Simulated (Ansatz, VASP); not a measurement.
# One calculation of Al2H, two programs

```
Al H
1.0
     0.00000    2.57036    2.57036
     2.57036    0.00000    2.57036
     2.57036    2.57036    0.00000
Al H
2 1
Direct
  0.75000 0.75000 0.75000
  0.25000 0.25000 0.25000
  0.00000 0.00000 0.00000
```

Change from the starting cell: ordered vacancies on the anion sites of caesium chloride (Fm-3m, No. 225).

Alike in both runs: task single point; functional PBE; k mesh 6 × 6 × 6; occupations gaussian, width 0.1 eV; no spin polarisation.

```csv
,VASP,Ansatz
version,VASP 6.6.1,Ansatz 0.2.0
potentials or method,"VASP PAW PBE potentials, release 64 (Al, H), cutoff 500 eV","scalar-relativistic, plane waves, PAW"
valence electrons in the cell,7,7
```

```tsv
	VASP	Ansatz	Ansatz less VASP
gap on the k mesh at the Fermi level (eV)	none	none	-
pressure (GPa)	17.3	17.3	+0.06
```

A gap of «none» marks a metal or a gap that the smearing closes.
